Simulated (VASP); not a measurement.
Crystal: BaTiO3.

```
CELL_PARAMETERS angstrom
3.99980 0.00000 0.00000
0.00000 3.99980 0.00000
0.00000 0.00000 4.01800
ATOMIC_POSITIONS crystal
Ba 0.00000 0.00000 0.00000
Ti 0.50000 0.50000 0.49000
O 0.50000 0.50000 0.01900
O 0.50000 0.00000 0.51700
O 0.00000 0.50000 0.51700
```

Base run:

| Quantity | Value |
| --- | --- |
| Program | VASP 6.6.1 |
| Functional | PBE |
| Potentials or basis | VASP PAW PBE potentials, release 64 (Ba_sv, Ti_sv, O) |
| Cutoff | 520 eV |
| k mesh | 4 × 4 × 4 |
| Occupations | gaussian, width 0.01 eV |
| Spin | no spin polarisation |
| Hubbard terms | Ti d U = 2.0 eV |

Its results: band gap on the k mesh 1.99 eV (least direct gap 2.29 eV); pressure 5.8 GPa; largest force 0.104 eV/Å.

The run is repeated on the same cell with these changes: hubbard terms from Ti d U = 2.0 eV to Ti d U = 6.0 eV. What comes out?

Band gap on the k mesh 2.51 eV (least direct gap 2.83 eV); pressure 9.2 GPa; largest force 0.718 eV/Å.

Caveats: the cell stands under pressure; spin-orbit coupling is left out, which moves the levels of the heavy elements.

A k mesh can miss the band edges.
